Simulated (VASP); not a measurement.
# MgO (Periclase) (Fm-3m) in VASP: a series of runs

MgO (Periclase) is run at these levels: PBEsol; tasks: single point.

All numbers are computed with VASP 6.6.1; they aren't measurements. Logs are shortened: lines on timing, memory, paths and dates and some standing lists are left out, and cuts for length are marked.

**The experiment to reproduce.**

“Electronic structure of alkaline earth and post-transition metal oxides”, 2009, arxiv:0908.1581 quotes, for a bulk crystal of MgO: band gap 7.83 eV.

The results are compared with them further down.

## (1) The cell of the first run

The structure is cubic, space group Fm-3m (No. 225). The conventional cell has a = 4.214 Å, b = 4.214 Å, c = 4.214 Å, α = 90.00°, β = 90.00°, γ = 90.00°. Mg (site symmetry m-3m) has 6 O at 2.11 Å within 2.8 Å. O (site symmetry m-3m) has 6 Mg at 2.11 Å within 2.8 Å.

## (2) Single point, PBEsol

Contents of INCAR:

```
PREC     = Accurate       # precision mode
ENCUT    = 520            # plane-wave cutoff, eV
EDIFF    = 1E-6           # SCF threshold, eV
ISMEAR   = 0              # smearing method
SIGMA    = 0.02           # smearing width, eV
LREAL    = F              # projectors in reciprocal space
LASPH    = T              # aspherical terms in the spheres
NELM     = 80             # most SCF steps
ALGO     = Normal         # electronic algorithm
ISIF     = 2              # what is computed and relaxed
LWAVE    = F              # write WAVECAR
LCHARG   = F              # write CHGCAR
GGA      = PS             # functional
NBANDS   = 11             # bands
```

Contents of KPOINTS:

```
Automatic mesh
0
Gamma
  6 6 6
```

Contents of POSCAR:

```
MgO
1.0
    0.0000000000      2.1071294990      2.1071294990
    2.1071294990      0.0000000000      2.1071294990
    2.1071294990      2.1071294990      0.0000000000
Mg O
1 1
Direct
    0.0000000000      0.0000000000      0.0000000000
    0.5000000000      0.5000000000      0.5000000000
```

Potentials or basis: VASP PAW PBE potentials, release 64 (Mg, O).

Run with:

```
$ cat potpaw_PBE.64/Mg/POTCAR potpaw_PBE.64/O/POTCAR > POTCAR
$ mpirun -np 1 vasp_std > vasp.out
```

OUTCAR:

```text
PREC = Accurate
   ENCUT = 520
   EDIFF = 1E-6
   ISMEAR = 0
   LREAL = F
   LASPH = T
   NELM = 80
   ISIF = 2
   GGA = PS

 ion  position               nearest neighbor table
   1  0.000  0.000  0.000-   2 2.11   2 2.11   2 2.11   2 2.11   2 2.11   2 2.11
   2  0.500  0.500  0.500-   1 2.11   1 2.11   1 2.11   1 2.11   1 2.11   1 2.11

  LATTYP: Found a face centered cubic cell.
 ALAT       =     4.2142589980

  Lattice vectors:

 A1 = (   0.0000000000,   2.1071294990,   2.1071294990)
 A2 = (   2.1071294990,   0.0000000000,   2.1071294990)
 A3 = (   2.1071294990,   2.1071294990,   0.0000000000)

Analysis of symmetry for initial positions (statically):
[... 6 lines left out ...]

 Subroutine GETGRP returns: Found 48 space group operations
 (whereof 48 operations were pure point group operations)
 out of a pool of 48 trial point group operations.

The static configuration has the point symmetry O_h .

Analysis of symmetry for dynamics (positions and initial velocities):
[... 6 lines left out ...]

 Subroutine GETGRP returns: Found 48 space group operations
 (whereof 48 operations were pure point group operations)
 out of a pool of 48 trial point group operations.

The dynamic configuration has the point symmetry O_h .

 Subroutine INISYM returns: Found 48 space group operations
 (whereof 48 operations are pure point group operations),
 and found     1 'primitive' translations

----------------------------------------------------------------------------------------

                                     Primitive cell

  volume of cell :      18.7113

  direct lattice vectors                    reciprocal lattice vectors
     0.000000000  2.107129499  2.107129499    -0.237289640  0.237289640  0.237289640
     2.107129499  0.000000000  2.107129499     0.237289640 -0.237289640  0.237289640
     2.107129499  2.107129499  0.000000000     0.237289640  0.237289640 -0.237289640

  length of vectors
     2.979931115  2.979931115  2.979931115     0.410997712  0.410997712  0.410997712

  position of ions in fractional coordinates (direct lattice)
     0.000000000  0.000000000  0.000000000
     0.500000000  0.500000000  0.500000000

  ion indices of the primitive-cell ions
   primitive index   ion index
                 1           1
                 2           2

----------------------------------------------------------------------------------------

 KPOINTS: Automatic mesh
[... 63 lines left out ...]
   IBRION =     -1    ionic relax: 0-MD 1-quasi-New 2-CG
   NFREE  =      0    steps in history (QN), initial steepest desc. (CG)
   ISIF   =      2    stress and relaxation
   ISYM   =      2    0-nonsym 1-usesym 2-fastsym
   POTIM  = 0.5000    time-step for ionic-motion
   TEBEG  =    0.0;   TEEND  =   0.0 temperature during run
   PSTRESS=    0.0 pullay stress
   NELECT =       8.0000    total number of electrons
   NUPDOWN=      -1.0000    fix difference up-down
   EMIN   =  10.00;   EMAX   =-10.00  energy-range for DOS
   EFERMI =   0.00;   METHOD = LEGACY
   ISMEAR =     0;   SIGMA  =   0.02  broadening in eV -4-tet -1-fermi 0-gaus
   EFERMI_NEDOS =   21; number of points for ismear=-14 and -15
   IALGO  =     38    algorithm
   IMIX   =      4    mixing-type and parameters
     AMIX     =   0.40;   BMIX     =  1.00
     AMIX_MAG =   1.60;   BMIX_MAG =  1.00
  volume/ion in A,a.u.               =       9.36        63.14
  Fermi-wavevector in a.u.,A,eV,Ry     =   1.233304  2.330607 20.695001  1.521040
  Thomas-Fermi vector in A             =   2.368040
   LORBIT       =      0    0 simple, 1 ext, 2 COOP (PROOUT), +10 PAW based schemes
   GGA     = PS    functional components
   LHFCALC =     F    Hartree Fock is set to
   AEXX    =    0.0000 exact exchange contribution
   IVDW    =     0    specifies the selected vdW correction
   LEPSILON=     F    determine dielectric tensor
   LRPA    =     F    only Hartree local field effects (RPA)
 non-spin polarized calculation
 Gauss-broadening in eV      SIGMA  =   0.02
  energy-cutoff  :      520.00
  volume of cell :       18.71
 maximum number of plane-waves:       531
 NGX is ok and might be reduce to    24
   NGX = 11   NGY = 11   NGZ = 11

 number of electron       8.0000005 magnetization

 Free energy of the ion-electron system (eV)
  ---------------------------------------------------
  ext. energy  EPLUGINS =         0.00000000
  ---------------------------------------------------
  free energy    TOTEN  =       -12.51195458 eV

  energy without entropy =      -12.51195458  energy(sigma->0) =      -12.51195458

 E-fermi :   3.2430     XC(G=0): -11.3027

 val. band max:        3.0563925629   @ k =   0.0000   0.0000   0.0000
 cond. band min:       7.6751073087   @ k =   0.0000   0.0000   0.0000
 fundamental gap:      4.6187147458
 Fermi energy:         3.2429817270

 k-point     1 :       0.0000    0.0000    0.0000
  band No.  band energies     occupation
      1     -14.1415      2.00000
      2       3.0564      2.00000
      3       3.0564      2.00000
      4       3.0564      2.00000
      5       7.6751      0.00000
      6      18.6788      0.00000
      7      18.6788      0.00000
      8      18.6788      0.00000
      9      22.5174      0.00000
     10      24.3991      0.00000
     11      24.3991      0.00000
[... 197 lines left out ...]
 k-point    16 :      -0.3333    0.5000    0.1667
  band No.  band energies     occupation
      1     -12.5260      2.00000
      2      -0.5527      2.00000
      3       0.7817      2.00000
      4       1.3672      2.00000
      5      13.4300      0.00000
      6      14.3658      0.00000
      7      15.3847      0.00000
      8      19.4127      0.00000
      9      23.0767      0.00000
     10      27.5317      0.00000
     11      29.1401      0.00000

------------------------ aborting loop because EDIFF is reached ----------------------------------------

  FORCE on cell =-STRESS in cart. coord.  units (eV):
  Direction    XX          YY          ZZ          XY          YZ          ZX
  --------------------------------------------------------------------------------------
  -------------------------------------------------------------------------------------
  Total       -0.0619627     -0.0619627     -0.0619627      0.0000000      0.0000000      0.0000000
  in kB       -5.3056324     -5.3056324     -5.3056324      0.0000000      0.0000000      0.0000000
  external PRESSURE =      -5.3056324 kB  Pullay stress =       0.0000000 kB

 VOLUME and BASIS-vectors are now :
 -----------------------------------------------------------------------------
  energy-cutoff  :      520.00
  volume of cell :       18.71
      direct lattice vectors                 reciprocal lattice vectors
     0.000000000  2.107129499  2.107129499    -0.237289640  0.237289640  0.237289640
     2.107129499  0.000000000  2.107129499     0.237289640 -0.237289640  0.237289640
     2.107129499  2.107129499  0.000000000     0.237289640  0.237289640 -0.237289640

 POSITION                                       TOTAL-FORCE (eV/Angst)
 -----------------------------------------------------------------------------------
      0.00000      0.00000      0.00000         0.000000      0.000000      0.000000
      2.10713      2.10713      2.10713         0.000000      0.000000      0.000000
 -----------------------------------------------------------------------------------
    total drift:                               -0.000000     -0.000000      0.000000

  FREE ENERGIE OF THE ION-ELECTRON SYSTEM (eV)
  ---------------------------------------------------
  free  energy   TOTEN  =       -12.5119545840 eV

  energy  without entropy=      -12.5119545840  energy(sigma->0) =      -12.51195458
```

stdout:

```text
POSCAR found type information on POSCAR MgO
 POSCAR found :  2 types and       2 ions
 scaLAPACK will be used
 -----------------------------------------------------------------------------
|                                                                             |
|                                                                             |
|     You enforced a specific xc type in the INCAR file but a different       |
|     I HOPE YOU KNOW WHAT YOU ARE DOING!                                     |
|                                                                             |
 -----------------------------------------------------------------------------

 LDA part: xc-table for (Slater+PW92), standard interpolation
 POSCAR, INCAR and KPOINTS ok, starting setup
 FFT: planning ... GRIDC
 FFT: planning ... GRID_SOFT
 FFT: planning ... GRID
 WAVECAR not read
 entering main loop
```

Wall time 2.3 s (1 thread of Intel Xeon 6975P-C (Granite Rapids), shared host); peak memory 0.13 GiB.

What came out:

```yaml
Free_energy: -12.5120 eV
Pressure: -0.5 GPa
Band_gap_on_the_k_mesh: 4.62 eV, direct
```

Caveat: the k points lie up to 0.43 Å⁻¹ apart; the PAW data sets were made with another functional, which shifts forces and pressure a little.

## (3) Single point, PBEsol

Contents of INCAR:

```
PREC = Accurate
ENCUT = 520
EDIFF = 1E-6
ISMEAR = 0
SIGMA = 0.1
LREAL = F
LASPH = T
NELM = 80
ALGO = Normal
ISIF = 2
LWAVE = F
LCHARG = F
GGA = PS
NBANDS = 11
```

Contents of KPOINTS:

```
Automatic mesh
0
Gamma
  8 8 8
```

Contents of POSCAR:

```
MgO
1.0
    0.0000000000      2.1085000000      2.1085000000
    2.1085000000      0.0000000000      2.1085000000
    2.1085000000      2.1085000000      0.0000000000
Mg O
1 1
Direct
    0.0000000000      0.0000000000      0.0000000000
    0.5000000000      0.5000000000      0.5000000000
```

Potentials or basis: VASP PAW PBE potentials, release 64 (Mg, O).

Run with:

```
$ cat potpaw_PBE.64/Mg/POTCAR potpaw_PBE.64/O/POTCAR > POTCAR
$ mpirun -np 1 vasp_std > vasp.out
```

OUTCAR:

```text
PREC = Accurate
   ENCUT = 520
   EDIFF = 1E-6
   ISMEAR = 0
   LREAL = F
   LASPH = T
   NELM = 80
   ISIF = 2
   GGA = PS

 ion  position               nearest neighbor table
   1  0.000  0.000  0.000-   2 2.11   2 2.11   2 2.11   2 2.11   2 2.11   2 2.11
   2  0.500  0.500  0.500-   1 2.11   1 2.11   1 2.11   1 2.11   1 2.11   1 2.11

  LATTYP: Found a face centered cubic cell.
 ALAT       =     4.2170000000

  Lattice vectors:

 A1 = (   0.0000000000,   2.1085000000,   2.1085000000)
 A2 = (   2.1085000000,   0.0000000000,   2.1085000000)
 A3 = (   2.1085000000,   2.1085000000,   0.0000000000)

Analysis of symmetry for initial positions (statically):
[... 6 lines left out ...]

 Subroutine GETGRP returns: Found 48 space group operations
 (whereof 48 operations were pure point group operations)
 out of a pool of 48 trial point group operations.

The static configuration has the point symmetry O_h .

Analysis of symmetry for dynamics (positions and initial velocities):
[... 6 lines left out ...]

 Subroutine GETGRP returns: Found 48 space group operations
 (whereof 48 operations were pure point group operations)
 out of a pool of 48 trial point group operations.

The dynamic configuration has the point symmetry O_h .

 Subroutine INISYM returns: Found 48 space group operations
 (whereof 48 operations are pure point group operations),
 and found     1 'primitive' translations

----------------------------------------------------------------------------------------

                                     Primitive cell

  volume of cell :      18.7478

  direct lattice vectors                    reciprocal lattice vectors
     0.000000000  2.108500000  2.108500000    -0.237135404  0.237135404  0.237135404
     2.108500000  0.000000000  2.108500000     0.237135404 -0.237135404  0.237135404
     2.108500000  2.108500000  0.000000000     0.237135404  0.237135404 -0.237135404

  length of vectors
     2.981869296  2.981869296  2.981869296     0.410730569  0.410730569  0.410730569

  position of ions in fractional coordinates (direct lattice)
     0.000000000  0.000000000  0.000000000
     0.500000000  0.500000000  0.500000000

[... 98 lines left out ...]
  Fermi-wavevector in a.u.,A,eV,Ry     =   1.232503  2.329092 20.668107  1.519063
  Thomas-Fermi vector in A             =   2.367270
   LORBIT       =      0    0 simple, 1 ext, 2 COOP (PROOUT), +10 PAW based schemes
   GGA     = PS    functional components
   LHFCALC =     F    Hartree Fock is set to
   AEXX    =    0.0000 exact exchange contribution
   IVDW    =     0    specifies the selected vdW correction
   LEPSILON=     F    determine dielectric tensor
   LRPA    =     F    only Hartree local field effects (RPA)
 non-spin polarized calculation
 Gauss-broadening in eV      SIGMA  =   0.10
  energy-cutoff  :      520.00
  volume of cell :       18.75
 maximum number of plane-waves:       531
 NGX is ok and might be reduce to    24
   NGX = 11   NGY = 11   NGZ = 11

 number of electron       8.0000005 magnetization

 Free energy of the ion-electron system (eV)
  ---------------------------------------------------
  ext. energy  EPLUGINS =         0.00000000
  ---------------------------------------------------
  free energy    TOTEN  =       -12.51231128 eV

  energy without entropy =      -12.51231128  energy(sigma->0) =      -12.51231128

 E-fermi :   3.5314     XC(G=0): -11.2934

 val. band max:        3.0410440352   @ k =   0.0000   0.0000   0.0000
 cond. band min:       7.6414155130   @ k =   0.0000   0.0000   0.0000
 fundamental gap:      4.6003714778
 Fermi energy:         3.5314151915

 k-point     1 :       0.0000    0.0000    0.0000
  band No.  band energies     occupation
      1     -14.1466      2.00000
      2       3.0410      2.00000
      3       3.0410      2.00000
      4       3.0410      2.00000
      5       7.6414      0.00000
      6      18.6533      0.00000
      7      18.6533      0.00000
      8      18.6533      0.00000
      9      22.4867      0.00000
     10      24.3662      0.00000
     11      24.3662      0.00000
[... 309 lines left out ...]
 k-point    24 :      -0.3750    0.2500    0.1250
  band No.  band energies     occupation
      1     -12.6874      2.00000
      2      -1.0032      2.00000
      3       1.0808      2.00000
      4       2.0445      2.00000
      5      12.5468      0.00000
      6      15.0877      0.00000
      7      16.3822      0.00000
      8      19.7687      0.00000
      9      23.3753      0.00000
     10      24.9206      0.00000
     11      29.0067      0.00000

 [... further k-points ...]
[... 5 lines left out ...]
  --------------------------------------------------------------------------------------
  -------------------------------------------------------------------------------------
  Total       -0.0979574     -0.0979574     -0.0979574      0.0000000     -0.0000000      0.0000000
  in kB       -8.3713766     -8.3713766     -8.3713766      0.0000000     -0.0000000      0.0000000
  external PRESSURE =      -8.3713766 kB  Pullay stress =       0.0000000 kB

 VOLUME and BASIS-vectors are now :
 -----------------------------------------------------------------------------
  energy-cutoff  :      520.00
  volume of cell :       18.75
      direct lattice vectors                 reciprocal lattice vectors
     0.000000000  2.108500000  2.108500000    -0.237135404  0.237135404  0.237135404
     2.108500000  0.000000000  2.108500000     0.237135404 -0.237135404  0.237135404
     2.108500000  2.108500000  0.000000000     0.237135404  0.237135404 -0.237135404

 POSITION                                       TOTAL-FORCE (eV/Angst)
 -----------------------------------------------------------------------------------
      0.00000      0.00000      0.00000        -0.000000      0.000000     -0.000000
      2.10850      2.10850      2.10850         0.000000     -0.000000      0.000000
 -----------------------------------------------------------------------------------
    total drift:                               -0.000000     -0.000000      0.000000

  FREE ENERGIE OF THE ION-ELECTRON SYSTEM (eV)
  ---------------------------------------------------
  free  energy   TOTEN  =       -12.5123112827 eV

  energy  without entropy=      -12.5123112827  energy(sigma->0) =      -12.51231128
```

Run time: 3.1 s. Hardware: 1 thread of Intel Xeon 6975P-C (Granite Rapids), shared host; peak memory 0.14 GiB.

What came out:

* Free energy: -12.5123 eV
* Pressure: -0.8 GPa
* Band gap on the k mesh: 4.60 eV, direct

Caveat: the PAW data sets were made with another functional, which shifts forces and pressure a little.

## (4) Single point, PBEsol

Contents of INCAR:

```
ALGO = Normal
EDIFF = 1E-7
ENCUT = 520
GGA = PS
ISIF = 2
ISMEAR = 0
LASPH = True
LCHARG = False
LREAL = False
LWAVE = False
NBANDS = 11
NELM = 80
PREC = Accurate
SIGMA = 0.02
```

Contents of KPOINTS:

```
k-points
0
Gamma
  10 10 10
```

Contents of POSCAR:

```
MgO
1.0
    0.0000000000      2.1071294990      2.1071294990
    2.1071294990      0.0000000000      2.1071294990
    2.1071294990      2.1071294990      0.0000000000
Mg O
1 1
Direct
    0.0000000000      0.0000000000      0.0000000000
    0.5000000000      0.5000000000      0.5000000000
```

Run with:

```
$ cat potpaw_PBE.64/Mg/POTCAR potpaw_PBE.64/O/POTCAR > POTCAR
$ mpirun -np 1 vasp_std > vasp.out
```

Wall time 4.1 s (1 thread of Intel Xeon 6975P-C (Granite Rapids), shared host); peak memory 0.14 GiB.

Results (log left out):

* Free energy: -12.5125 eV
* Pressure: -0.5 GPa
* Band gap on the k mesh: 4.62 eV, direct

Levels at points of the mesh, in eV from the valence-band top:
```tsv
k point	band 1	band 2	band 3	band 4	band 5	band 6	band 7	band 8	band 9
(0.00, 0.00, 0.00)	-17.20	0.00	0.00	0.00	4.62	15.62	15.62	15.62	19.46
(0.50, 0.00, 0.00)	-15.89	-4.67	-0.66	-0.66	7.73	12.49	16.16	16.16	20.74
(0.50, 0.50, 0.00)	-15.62	-4.14	-1.36	-1.36	8.92	9.86	12.96	18.82	18.82
```

Caveat: the PAW data sets were made with another functional, which shifts forces and pressure a little.

## (5) Overview

```csv
cell,k mesh,smearing,gap on the mesh (eV),pressure (GPa)
"a = 2.980 Å, angles 60.0°, 2 atoms",6 × 6 × 6,gaussian 0.02 eV,4.62,-0.5
"a = 2.982 Å, angles 60.0°, 2 atoms",8 × 8 × 8,gaussian 0.1 eV,4.60,-0.8
"a = 2.980 Å, angles 60.0°, 2 atoms",10 × 10 × 10,gaussian 0.02 eV,4.62,-0.5
```

Alike in all rows: task single point; level PBEsol; potentials or basis VASP PAW PBE potentials, release 64 (Mg, O); no spin polarisation; cutoff (eV) 520.

Caveats: some runs use coarse meshes; the PAW data sets were made with another functional, which shifts forces and pressure a little.

Total energies depend on the potentials used, so only differences within one code and one set of settings carry meaning.

## (6) Against experiment

Step 3. A measured gap of MgO is 7.83 eV (quoted in “Electronic structure of alkaline earth and post-transition metal oxides”, 2009, arxiv:0908.1581); the calculated 4.60 eV misses it by -3.23 eV. The value is that of PBEsol, without temperature or zero-point motion. Semilocal functionals fall short of measured gaps as a rule.

Step 4. Measured gap of MgO: 7.83 eV (quoted in “Electronic structure of alkaline earth and post-transition metal oxides”, 2009, arxiv:0908.1581). This calculation gives 4.62 eV (-3.21 eV). The value is that of PBEsol, without temperature or zero-point motion. Semilocal functionals fall short of measured gaps as a rule.
